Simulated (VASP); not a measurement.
A run of VASP 6.6.1 is set up as follows.

Contents of INCAR:

```
PREC     = Accurate       # precision mode
ENCUT    = 600            # plane-wave cutoff, eV
EDIFF    = 1E-6           # SCF threshold, eV
ISMEAR   = 0              # smearing method
SIGMA    = 0.1            # smearing width, eV
LREAL    = F              # projectors in reciprocal space
LASPH    = T              # aspherical terms in the spheres
NELM     = 80             # most SCF steps
ALGO     = Fast           # electronic algorithm
ISIF     = 3              # what is computed and relaxed
LWAVE    = F              # write WAVECAR
LCHARG   = F              # write CHGCAR
GGA      = PE             # functional
IBRION   = 2              # ionic algorithm
NSW      = 90             # ionic steps
EDIFFG   = -0.04          # ionic threshold
```

The input KPOINTS:

```
Automatic mesh
0
Gamma
  6 6 4
```

The input POSCAR:

```
Mg
1.0
    2.8165195700      0.0000000000      0.0000000000
   -1.4082597900      2.4391775000      0.0000000000
    0.0000000000      0.0000000000      6.6902160700
Mg
2
Direct
    0.0000000000      0.0000000000      0.1907002000
    0.0000000000      0.0000000000      0.8092998000
```

Potentials or basis: VASP PAW PBE potentials, release 64 (Mg).

Launch:

```console
$ cat potpaw_PBE.64/Mg/POTCAR > POTCAR
$ mpirun -np 1 vasp_std > vasp.out
```

(1) Predict the band gap on the k mesh.

(2) Predict the relaxed cell.

(3) What does it give for the relaxed volume?

(4) What does it give for the space group after relaxing (to 0.05 Å)?

Results:

(1) zero (band 2 reaches 3.03 eV, above the bottom of band 3 at -0.27 eV).

(2) a = 3.067 Å, b = 3.067 Å, c = 6.329 Å, α = 90.00°, β = 90.00°, γ = 120.00°.

(3) 25.78 Å³/atom.

(4) P6/mmm (No. 191).

Caveat: the k points lie up to 0.39 Å⁻¹ apart in the final cell.
